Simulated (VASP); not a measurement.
Mg, 2 atoms in the cell. It takes space group P6_3/mmc (No. 194, hexagonal). Conventional cell: a = 3.019 Å, b = 3.019 Å, c = 4.920 Å, α = 90.00°, β = 90.00°, γ = 120.00°. Mg (site symmetry -6m2) has 12 Mg at 3.01 to 3.02 Å within 4.0 Å. 

```yaml
Program: VASP 6.6.1
Task: relaxation of cell and atoms
Functional: r2SCAN
Potentials_or_basis: VASP PAW PBE potentials, release 64 (Mg)
Cutoff: 600 eV
k_mesh: 9 × 9 × 4
Occupations: gaussian, width 0.1 eV
Spin: no spin polarisation
Target_pressure: 8.05 GPa
Dipole_correction: no
Further_INCAR_settings: ALGO = Normal; EDIFF = 1e-06; IBRION = 2; EDIFFG = -0.05; NSW = 80; ISIF = 3
```

Potentials or basis: VASP PAW PBE potentials, release 64 (Mg).

Launch:

```bash
$ cat potpaw_PBE.64/Mg/POTCAR > POTCAR
$ cp INCAR.step1 INCAR
$ mpirun -np 1 vasp_std > vasp.out
$ cp INCAR.step2 INCAR
$ mpirun -np 1 vasp_std > vasp.out
```

Hardware: 1 thread of Intel(R) Xeon(R) Platinum 8259CL CPU @ 2.50GHz (Skylake/Cascade Lake) (shared host).

Q: How long does it take, and how much memory?

A: Wall time 32 s on 1 thread of Intel(R) Xeon(R) Platinum 8259CL CPU @ 2.50GHz (Skylake/Cascade Lake), with other jobs on the host, peak memory 0.16 GiB. Counts: k points 36, ion steps 1.
